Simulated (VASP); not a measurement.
The system is BaS.

```
Ba S
1.0
     0.00000    3.51941    3.51941
     3.51941    0.00000    3.51941
     3.51941    3.51941    0.00000
Ba S
1 1
Direct
  0.00000 0.00000 0.00000
  0.25000 0.25000 0.25000
```

Base run:

| Item | Value |
| --- | --- |
| Program | VASP 6.6.1 |
| Functional | PBE-based screened hybrid |
| Potentials or basis | VASP PAW PBE potentials, release 64 (Ba_sv, S) |
| Cutoff | 520 eV |
| k mesh | 4 × 4 × 4 |
| Occupations | gaussian, width 0.01 eV |
| Spin | no spin polarisation |

Its results: band gap on the k mesh 3.17 eV, indirect (least direct gap 3.83 eV); pressure 0.2 GPa.

Problem. The run is repeated on the same cell with these changes: share of exact exchange from 0.15 to 0.3; screening parameter from 0.3 1/Å to 0.5 1/Å. What comes out?

Solution. Band gap on the k mesh 3.25 eV, indirect (least direct gap 3.91 eV); pressure 0.2 GPa.

Caveats: the PAW data sets were made with another functional, which shifts forces and pressure a little; spin-orbit coupling is left out, which moves the levels of the heavy elements.

A k mesh can miss the band edges.
